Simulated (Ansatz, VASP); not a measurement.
One calculation of TiO2, two programs

```
CELL_PARAMETERS angstrom
4.20867 0.00000 0.00000
0.00000 4.20867 0.00000
0.00000 0.00000 3.03067
ATOMIC_POSITIONS crystal
Ti 0.00000 0.00000 0.00000
Ti 0.50000 0.50000 0.50000
O 0.30510 0.30510 0.00000
O 0.19490 0.80510 0.50000
O 0.69490 0.69490 0.00000
O 0.80510 0.19490 0.50000
```

Alike in both runs: task single point; functional PBE; k mesh 8 × 8 × 10; occupations gaussian, width 0.05 eV; no spin polarisation.

|  | VASP | Ansatz |
| --- | --- | --- |
| version | VASP 6.6.1 | Ansatz 0.2.0 |
| potentials or method | VASP PAW PBE potentials, release 64 (Ti_sv, O), cutoff 520 eV | scalar-relativistic, plane waves, PAW |
| valence electrons in the cell | 48 | 48 |

|  | VASP | Ansatz | Ansatz less VASP |
| --- | --- | --- | --- |
| gap on the k mesh at the Fermi level (eV) | 2.27 | 2.32 | +0.047 |
| least direct gap on the mesh (eV) | 2.27 | 2.32 | +0.047 |
| rms of the force components (eV/Å) | 0.028 | 0.026 | -0.0024 |

Atom by atom the forces differ by 0.002 eV/Å (rms over components).
